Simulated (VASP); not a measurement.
Input of a VASP 6.6.1 run:

Contents of INCAR:

```
SYSTEM = Sn
PREC = Accurate ; ENCUT = 520
EDIFF = 1E-6 ; ISMEAR = 0
SIGMA = 0.1 ; LREAL = .False.
LASPH = .True. ; NELM = 80
ALGO = Fast ; ISIF = 2
LWAVE = .False. ; LCHARG = .True.
GGA = PE ; IVDW = 12
LELF = .True. ; LVHAR = .True.
NBANDS = 13
```

KPOINTS

```
Automatic mesh
0
Gamma
  16 16 16
  0 0 0
```

The input POSCAR:

```
Sn
1.0
   -1.7760564100      1.7764140230      1.9879062975
    1.7760564100     -1.7764140230      1.9879062975
    1.7760564100      1.7764140230     -1.9879062975
Sn
1
Direct
    0.0000000000      0.0000000000      0.0000000000
```

Potentials or basis: VASP PAW PBE potentials, release 64 (Sn_d).

Launch:

```console
$ cat potpaw_PBE.64/Sn_d/POTCAR > POTCAR
$ mpirun -np 1 vasp_std > vasp.out
```

(1) What does it give for the band gap on the k mesh?

(2) Predict the pressure.

(3) Estimate the dispersion energy per atom.

Answers

(1) zero (band 7 reaches 17.48 eV, above the bottom of band 8 at 6.51 eV).

(2) 3.2 GPa.

(3) -0.417 eV.

Caveat: spin-orbit coupling is left out, which moves the levels of the heavy elements; pairwise dispersion overbinds metals, which lowers pressure and volume.
